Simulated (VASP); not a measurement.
Input of a VASP 6.6.1 run:

File INCAR:

```
PREC = Accurate
ENCUT = 520
EDIFF = 1E-7
ISMEAR = 0
SIGMA = 0.1
LREAL = False
LASPH = True
NELM = 150
ALGO = Normal
ISIF = 2
LWAVE = False
LCHARG = True
ISPIN = 2
MAGMOM = 0.05 0.12 0.47 0.47 0.47 0.47
LORBIT = 11
LMAXMIX = 4
GGA = PE
LELF = True
LVHAR = True
NBANDS = 34
```

Contents of KPOINTS:

```
regular mesh
0
Gamma
  6 6 6
```

Contents of POSCAR:

```
NbPO4
1.0
    0.0000000000      3.0971015438      3.0971015438
    3.0971015438      0.0000000000      3.0971015438
    3.0971015438      3.0971015438      0.0000000000
Nb P O
1 1 4
Direct
    0.0000000000      0.0000000000      0.0000000000
    0.7500000000      0.7500000000      0.7500000000
    0.8792739115      0.3735753628      0.3735753628
    0.3735753628      0.3735753628      0.3735753628
    0.3735753628      0.8792739115      0.3735753628
    0.3735753628      0.3735753628      0.8792739115
```

Potentials or basis: VASP PAW PBE potentials, release 64 (Nb_sv, P, O).

Command:

```sh
$ cat potpaw_PBE.64/Nb_sv/POTCAR potpaw_PBE.64/P/POTCAR potpaw_PBE.64/O/POTCAR > POTCAR
$ mpirun -np 1 vasp_std > vasp.out
```

(1) Predict the pressure.

(2) What does it give for the net moment?

Answers

(1) -1.6 GPa.

(2) 0.00 μB per cell.
